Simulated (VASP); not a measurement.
Set up this calculation in VASP 6.6.1, as the native input.

```yaml
Task: single point
Functional: PBE
Potentials_or_basis: VASP PAW PBE potentials, release 64 (Ti_sv, Si)
Cutoff: 520 eV
k_mesh: 10 × 10 × 10
Occupations: gaussian, width 0.1 eV
Spin: no spin polarisation
Dipole_correction: no
Further_INCAR_settings: ALGO = Normal; EDIFF = 1e-06; NBANDS = 29
```

The structure of TiSi2 lies in POSCAR:

```
TiSi2
1.0
    1.7737026983     -6.7800153024      0.0000000000
    1.7737026983      6.7800153024      0.0000000000
    0.0000000000      0.0000000000      3.5792346296
Ti Si
2 4
Direct
    0.8968512178      0.1031487822      0.7500000000
    0.1031487822      0.8968512178      0.2500000000
    0.5591517516      0.4408482484      0.7500000000
    0.4408482484      0.5591517516      0.2500000000
    0.2498722573      0.7501277427      0.7500000000
    0.7501277427      0.2498722573      0.2500000000
```

The input as run:

INCAR

```
ALGO = Normal
EDIFF = 1E-6
ENCUT = 520
GGA = PE
ISIF = 2
ISMEAR = 0
LASPH = True
LCHARG = False
LREAL = False
LWAVE = False
NBANDS = 29
NELM = 80
PREC = Accurate
SIGMA = 0.1
```

KPOINTS

```
k-points
0
Gamma
  10 10 10
```

Potentials or basis: VASP PAW PBE potentials, release 64 (Ti_sv, Si).

Launch:

```bash
$ cat potpaw_PBE.64/Ti_sv/POTCAR potpaw_PBE.64/Si/POTCAR > POTCAR
$ mpirun -np 1 vasp_std > vasp.out
```

Results of the run:

The pressure is 0.0 GPa and the largest force is 0.011 eV/Å. The band gap on the k mesh is zero (band 20 reaches 10.86 eV, above the bottom of band 21 at 9.87 eV).

Wall time 12 min on 1 thread of Intel(R) Xeon(R) Platinum 8488C (Sapphire Rapids), on a shared host, peak memory 0.54 GiB.
